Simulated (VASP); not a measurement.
# C2O3 (Pn-3m) in VASP: further runs

Runs on C2O3. Level: PBE. Tasks: single point.

Everything below comes from runs of VASP 6.6.1. Logs are shortened: lines on timing, memory, paths and dates and some standing lists are left out, and cuts for length are marked.

### 1 The cell of the first run

Symmetry: Pn-3m, No. 224, cubic system. Conventional cell: a = 4.475 Å, b = 4.475 Å, c = 4.475 Å, α = 90.00°, β = 90.00°, γ = 90.00°. Within 2.6 Å of C (site symmetry -3m) lie 6 O at 1.94 Å. O (site symmetry -42m) has 4 C at 1.94 Å and 4 O at 2.24 Å within 2.6 Å.

### 2 Single point, PBE

File INCAR:

```
PREC     = Accurate       # precision mode
ENCUT    = 520            # plane-wave cutoff, eV
EDIFF    = 1E-6           # SCF threshold, eV
ISMEAR   = -1             # smearing method
SIGMA    = 0.06122561905347299 # smearing width, eV
LREAL    = F              # projectors in reciprocal space
LASPH    = T              # aspherical terms in the spheres
NELM     = 80             # most SCF steps
ALGO     = Normal         # electronic algorithm
ISIF     = 2              # what is computed and relaxed
LWAVE    = F              # write WAVECAR
LCHARG   = T              # write CHGCAR
GGA      = PE             # functional
LELF     = T              # ELF
LVHAR    = T            
NBANDS   = 37             # bands
```

File KPOINTS:

```
regular mesh
0
Gamma
  9 9 9
```

File POSCAR:

```
C2O3
1.0
    4.4748225582      0.0000000000      0.0000000000
    0.0000000000      4.4748225582      0.0000000000
    0.0000000000      0.0000000000      4.4748225582
C O
4 6
Direct
    0.2500000000      0.2500000000      0.2500000000
    0.7500000000      0.7500000000      0.2500000000
    0.7500000000      0.2500000000      0.7500000000
    0.2500000000      0.7500000000      0.7500000000
    0.5000000000      0.0000000000      0.0000000000
    0.0000000000      0.5000000000      0.0000000000
    0.0000000000      0.0000000000      0.5000000000
    0.5000000000      0.5000000000      0.0000000000
    0.5000000000      0.0000000000      0.5000000000
    0.0000000000      0.5000000000      0.5000000000
```

Potentials or basis: VASP PAW PBE potentials, release 64 (C, O).

Started as:

```sh
$ cat potpaw_PBE.64/C/POTCAR potpaw_PBE.64/O/POTCAR > POTCAR
$ mpirun -np 1 vasp_std > vasp.out
```

OUTCAR:

```text
PREC = Accurate
   ENCUT = 520
   EDIFF = 1E-6
   ISMEAR = -1
   LREAL = F
   LASPH = T
   NELM = 80
   ISIF = 2
   GGA = PE

 ion  position               nearest neighbor table
   1  0.250  0.250  0.250-   5 1.94   6 1.94   7 1.94   8 1.94   9 1.94  10 1.94
   2  0.750  0.750  0.250-   5 1.94   6 1.94   7 1.94   8 1.94   9 1.94  10 1.94
   3  0.750  0.250  0.750-   5 1.94   6 1.94   7 1.94   8 1.94   9 1.94  10 1.94
   4  0.250  0.750  0.750-   5 1.94   6 1.94   7 1.94   8 1.94   9 1.94  10 1.94
   5  0.500  0.000  0.000-   1 1.94   2 1.94   3 1.94   4 1.94
   6  0.000  0.500  0.000-   1 1.94   2 1.94   3 1.94   4 1.94
   7  0.000  0.000  0.500-   1 1.94   2 1.94   3 1.94   4 1.94
   8  0.500  0.500  0.000-   1 1.94   2 1.94   3 1.94   4 1.94
   9  0.500  0.000  0.500-   1 1.94   2 1.94   3 1.94   4 1.94
  10  0.000  0.500  0.500-   1 1.94   2 1.94   3 1.94   4 1.94

  LATTYP: Found a simple cubic cell.
 ALAT       =     4.4748225582

  Lattice vectors:

 A1 = (   4.4748225582,   0.0000000000,   0.0000000000)
 A2 = (   0.0000000000,   4.4748225582,   0.0000000000)
 A3 = (   0.0000000000,   0.0000000000,   4.4748225582)

Analysis of symmetry for initial positions (statically):
=====================================================================
 Subroutine PRICEL returns:
 Original cell was already a primitive cell.

 Routine SETGRP: Setting up the symmetry group for a
 simple cubic supercell.

 Subroutine GETGRP returns: Found 48 space group operations
 (whereof 24 operations were pure point group operations)
 out of a pool of 48 trial point group operations.

The static configuration has the point symmetry T_d .
 The point group associated with its full space group is O_h .

Analysis of symmetry for dynamics (positions and initial velocities):
=====================================================================
 Subroutine PRICEL returns:
 Original cell was already a primitive cell.

 Routine SETGRP: Setting up the symmetry group for a
 simple cubic supercell.

 Subroutine GETGRP returns: Found 48 space group operations
 (whereof 24 operations were pure point group operations)
 out of a pool of 48 trial point group operations.

The dynamic configuration has the point symmetry T_d .
 The point group associated with its full space group is O_h .

 Subroutine INISYM returns: Found 48 space group operations
 (whereof 24 operations are pure point group operations),
 and found     1 'primitive' translations

----------------------------------------------------------------------------------------

                                     Primitive cell

  volume of cell :      89.6040

  direct lattice vectors                    reciprocal lattice vectors
     4.474822558  0.000000000  0.000000000     0.223472548  0.000000000  0.000000000
     0.000000000  4.474822558  0.000000000     0.000000000  0.223472548  0.000000000
     0.000000000  0.000000000  4.474822558     0.000000000  0.000000000  0.223472548

  length of vectors
     4.474822558  4.474822558  4.474822558     0.223472548  0.223472548  0.223472548

  position of ions in fractional coordinates (direct lattice)
     0.250000000  0.250000000  0.250000000
     0.750000000  0.750000000  0.250000000
     0.750000000  0.250000000  0.750000000
     0.250000000  0.750000000  0.750000000
     0.500000000  0.000000000  0.000000000
     0.000000000  0.500000000  0.000000000
     0.000000000  0.000000000  0.500000000
     0.500000000  0.500000000  0.000000000
     0.500000000  0.000000000  0.500000000
     0.000000000  0.500000000  0.500000000

  ion indices of the primitive-cell ions
   primitive index   ion index
                 1           1
                 2           2
                 3           3
                 4           4
                 5           5
                 6           6
                 7           7
                 8           8
                 9           9
                10          10

----------------------------------------------------------------------------------------

 KPOINTS: regular mesh

Automatic generation of k-mesh.
 Grid dimensions read from file:
 generate k-points for:    9    9    9

 Generating k-lattice:

  Cartesian coordinates                     Fractional coordinates (reciprocal lattice)
     0.024830283  0.000000000  0.000000000     0.111111111  0.000000000  0.000000000
     0.000000000  0.024830283  0.000000000     0.000000000  0.111111111  0.000000000
     0.000000000  0.000000000  0.024830283     0.000000000  0.000000000  0.111111111

  Length of vectors
     0.024830283  0.024830283  0.024830283

  Shift w.r.t. Gamma in fractional coordinates (k-lattice)
     0.000000000  0.000000000  0.000000000

 Subroutine IBZKPT returns following result:
 ===========================================

 Found     35 irreducible k-points:

 Following reciprocal coordinates:
            Coordinates               Weight
  0.000000  0.000000  0.000000      1.000000
  0.111111  0.000000  0.000000      6.000000
  0.222222  0.000000  0.000000      6.000000
  0.333333  0.000000  0.000000      6.000000
  0.444444  0.000000  0.000000      6.000000
  0.111111  0.111111  0.000000     12.000000
[... 16 lines left out ...]
  0.333333  0.333333  0.111111     24.000000
  0.444444  0.333333  0.111111     48.000000
 [... further k-points ...]
   k-points           NKPTS =     35   k-points in BZ     NKDIM =     35   number of bands    NBANDS=     37
   number of dos      NEDOS =    301   number of ions     NIONS =     10
   total plane-waves  NPLWV =  46656
   dimension x,y,z NGX =    36 NGY =   36 NGZ =   36
   dimension x,y,z NGXF=    72 NGYF=   72 NGZF=   72
   ions per type =               4   6
   NGX,Y,Z   is equivalent  to a cutoff of  13.37, 13.37, 13.37 a.u.
   NGXF,Y,Z  is equivalent  to a cutoff of  26.75, 26.75, 26.75 a.u.
 SYSTEM =  unknown system
   PREC   = accura    normal or accurate (medium, high low for compatibility)
   ISTART =      0    job   : 0-new  1-cont  2-samecut
   ICHARG =      2    charge: 1-file 2-atom 10-const
   ISPIN  =      1    spin polarized calculation?
   LNONCOLLINEAR =      F non collinear calculations
   LSORBIT =      F    spin-orbit coupling
   LASPH  =      T    aspherical Exc in radial PAW
   ENCUT  =  520.0 eV  38.22 Ry    6.18 a.u.   8.32  8.32  8.32*2*pi/ulx,y,z
   NELM   =     80;   NELMIN=  2; NELMDL= -5     # of ELM steps
   EDIFF  = 0.1E-05   stopping-criterion for ELM
   LREAL  =      F    real-space projection
   EDIFFG = 0.1E-04   stopping-criterion for IOM
   NSW    =      0    number of steps for IOM
   IBRION =     -1    ionic relax: 0-MD 1-quasi-New 2-CG
   NFREE  =      0    steps in history (QN), initial steepest desc. (CG)
   ISIF   =      2    stress and relaxation
   ISYM   =      2    0-nonsym 1-usesym 2-fastsym
   POTIM  = 0.5000    time-step for ionic-motion
   TEBEG  =    0.0;   TEEND  =   0.0 temperature during run
   PSTRESS=    0.0 pullay stress
   NELECT =      52.0000    total number of electrons
   NUPDOWN=      -1.0000    fix difference up-down
   EMIN   =  10.00;   EMAX   =-10.00  energy-range for DOS
   EFERMI =   0.00;   METHOD = LEGACY
   ISMEAR =    -1;   SIGMA  =   0.06  broadening in eV -4-tet -1-fermi 0-gaus
   EFERMI_NEDOS =   21; number of points for ismear=-14 and -15
   IALGO  =     38    algorithm
   IMIX   =      4    mixing-type and parameters
     AMIX     =   0.40;   BMIX     =  1.00
     AMIX_MAG =   1.60;   BMIX_MAG =  1.00
  volume/ion in A,a.u.               =       8.96        60.47
  Fermi-wavevector in a.u.,A,eV,Ry     =   1.365526  2.580471 25.370274  1.864663
  Thomas-Fermi vector in A             =   2.491747
   LORBIT       =      0    0 simple, 1 ext, 2 COOP (PROOUT), +10 PAW based schemes
   GGA     = PE    functional components
   LHFCALC =     F    Hartree Fock is set to
   AEXX    =    0.0000 exact exchange contribution
   IVDW    =     0    specifies the selected vdW correction
   LEPSILON=     F    determine dielectric tensor
   LRPA    =     F    only Hartree local field effects (RPA)
 non-spin polarized calculation
  energy-cutoff  :      520.00
  volume of cell :       89.60
 maximum number of plane-waves:      2469
 NGX is ok and might be reduce to    36
   NGX = 17   NGY = 17   NGZ = 17

 number of electron      51.9999984 magnetization

 Free energy of the ion-electron system (eV)
  ---------------------------------------------------
  ext. energy  EPLUGINS =         0.00000000
  ---------------------------------------------------
  free energy    TOTEN  =       -43.17642396 eV

  energy without entropy =      -43.08784245  energy(sigma->0) =      -43.13213320

 E-fermi :   3.4469     XC(G=0): -11.0122

 val. band max:        3.4309439897   @ k =   0.2222   0.2222   0.2222
 cond. band min:       3.4570812305   @ k =   0.3333   0.2222   0.2222
 fundamental gap:      0.0261372408
 Fermi energy:         3.4469016187

 k-point     1 :       0.0000    0.0000    0.0000
  band No.  band energies     occupation
      1     -17.8869      2.00000
      2     -15.9136      2.00000
      3     -15.9136      2.00000
      4     -13.6812      2.00000
      5     -13.6812      2.00000
      6     -13.2833      2.00000
[... 29 lines left out ...]
     36       7.9968      0.00000
     37       7.9968      0.00000

 k-point     2 :       0.1111    0.0000    0.0000
  band No.  band energies     occupation
      1     -17.8373      2.00000
      2     -15.9809      2.00000
      3     -15.8625      2.00000
      4     -13.7762      2.00000
      5     -13.6808      2.00000
      6     -13.3308      2.00000
[... 29 lines left out ...]
     36       7.9794      0.00000
     37       7.9794      0.00000
[... 838 lines left out ...]
     36       7.9987      0.00000
     37       8.0717      0.00000

 k-point    24 :       0.4444    0.3333    0.1111
  band No.  band energies     occupation
      1     -16.7405      2.00000
      2     -16.4644      2.00000
      3     -15.4596      2.00000
      4     -15.1302      2.00000
      5     -14.0797      2.00000
      6     -14.0370      2.00000
[... 29 lines left out ...]
     36       8.1245      0.00000
     37       8.1949      0.00000

 [... further k-points ...]

------------------------ aborting loop because EDIFF is reached ----------------------------------------

  FORCE on cell =-STRESS in cart. coord.  units (eV):
  Direction    XX          YY          ZZ          XY          YZ          ZX
  --------------------------------------------------------------------------------------
  -------------------------------------------------------------------------------------
  Total       -4.3238435     -4.3238435     -4.3238435      0.0000000     -0.0000000     -0.0000000
  in kB      -77.3131011    -77.3131011    -77.3131011      0.0000000     -0.0000000     -0.0000000
  external PRESSURE =     -77.3131011 kB  Pullay stress =       0.0000000 kB

 VOLUME and BASIS-vectors are now :
 -----------------------------------------------------------------------------
  energy-cutoff  :      520.00
  volume of cell :       89.60
      direct lattice vectors                 reciprocal lattice vectors
     4.474822558  0.000000000  0.000000000     0.223472548  0.000000000  0.000000000
     0.000000000  4.474822558  0.000000000     0.000000000  0.223472548  0.000000000
     0.000000000  0.000000000  4.474822558     0.000000000  0.000000000  0.223472548

 POSITION                                       TOTAL-FORCE (eV/Angst)
 -----------------------------------------------------------------------------------
      1.11871      1.11871      1.11871         0.000000     -0.000000      0.000000
      3.35612      3.35612      1.11871        -0.000000      0.000000      0.000000
      3.35612      1.11871      3.35612         0.000000      0.000000     -0.000000
      1.11871      3.35612      3.35612        -0.000000      0.000000     -0.000000
      2.23741      0.00000      0.00000         0.000000      0.000000      0.000000
      0.00000      2.23741      0.00000         0.000000     -0.000000      0.000000
      0.00000      0.00000      2.23741        -0.000000     -0.000000      0.000000
      2.23741      2.23741      0.00000         0.000000      0.000000      0.000000
      2.23741      0.00000      2.23741        -0.000000     -0.000000     -0.000000
      0.00000      2.23741      2.23741        -0.000000     -0.000000     -0.000000
 -----------------------------------------------------------------------------------
    total drift:                               -0.000000      0.000000     -0.000000

  FREE ENERGIE OF THE ION-ELECTRON SYSTEM (eV)
  ---------------------------------------------------
  free  energy   TOTEN  =       -43.1764239550 eV

  energy  without entropy=      -43.0878424478  energy(sigma->0) =      -43.13213320
```

It took 51 s on 1 thread of Intel Xeon 6975P-C (Granite Rapids), shared host; peak memory 0.24 GiB.

Results:

```
Free energy            : -43.1764 eV
Pressure               : -7.7 GPa
Band gap on the k mesh : zero (bands 26 and 27 overlap by 0.70 eV)
```

Caveat: the cell stands under tension.

### 3 Single point, PBE

File INCAR:

```
SYSTEM = C2O3
PREC = Accurate ; ENCUT = 520
EDIFF = 1E-6 ; ISMEAR = -1
SIGMA = 0.06122561905347299 ; LREAL = .FALSE.
LASPH = .TRUE. ; NELM = 100
ALGO = Normal ; ISIF = 2
LWAVE = .FALSE. ; LCHARG = .FALSE.
GGA = PE ; NBANDS = 37
```

File KPOINTS:

```
regular mesh
0
G
  9 9 9
  0 0 0
```

POSCAR is that of step 2.

Potentials or basis: VASP PAW PBE potentials, release 64 (C, O).

Started as:

```sh
$ cat potpaw_PBE.64/C/POTCAR potpaw_PBE.64/O/POTCAR > POTCAR
$ mpirun -np 1 vasp_std > vasp.out
```

Wall time 50 s (1 thread of Intel Xeon 6975P-C (Granite Rapids), shared host); peak memory 0.23 GiB.

Results (log left out):

```
Free energy            : -43.1764 eV
Pressure               : -7.7 GPa
Band gap on the k mesh : zero (bands 26 and 27 overlap by 0.70 eV)
```

Levels at points of the mesh, in eV from the Fermi level:
```tsv
k point	band 24	band 25	band 26	band 27	band 28	band 29
(0.00, 0.00, 0.00)	-0.67	-0.67	-0.67	-0.11	-0.11	-0.11
```

Caveat: the cell stands under tension.

### 4 Single point, PBE

This run uses another cell than the first one, of 7.95 Å³/atom.

File INCAR:

```
PREC = Accurate
ENCUT = 520
EDIFF = 1E-6
ISMEAR = -1
SIGMA = 0.06122561905347299
LREAL = F
LASPH = T
NELM = 60
ALGO = Normal
ISIF = 2
LWAVE = F
LCHARG = F
GGA = PE
NBANDS = 37
```

File KPOINTS:

```
Automatic mesh
0
Gamma
  13 13 13
```

Changes to POSCAR since step 3:

```diff
@@ -2,5 +2,5 @@
 1.0
-    4.4748225582      0.0000000000      0.0000000000
-    0.0000000000      4.4748225582      0.0000000000
-    0.0000000000      0.0000000000      4.4748225582
+    4.2991554447      0.0000000000      0.0000000000
+    0.0000000000      4.2991554447      0.0000000000
+    0.0000000000      0.0000000000      4.2991554447
 C O
```

Started as:

```sh
$ cat potpaw_PBE.64/C/POTCAR potpaw_PBE.64/O/POTCAR > POTCAR
$ mpirun -np 1 vasp_std > vasp.out
```

Wall time 68 s (1 thread of Intel Xeon 6975P-C (Granite Rapids), shared host); peak memory 0.28 GiB.

It converged, with:

```
Free energy            : -43.1282 eV
Pressure               : 10.5 GPa
Band gap on the k mesh : zero (bands 26 and 27 overlap by 0.86 eV)
```

Levels at points of the mesh, in eV from the Fermi level:
| k point | band 22 | band 23 | band 24 | band 25 | band 26 | band 27 | band 28 | band 29 | band 30 | band 31 |
| --- | --- | --- | --- | --- | --- | --- | --- | --- | --- | --- |
| (0.00, 0.00, 0.00) | -2.00 | -1.59 | -0.74 | -0.74 | -0.74 | -0.37 | -0.37 | -0.37 | 2.29 | 2.29 |

Caveat: the cell stands under pressure.
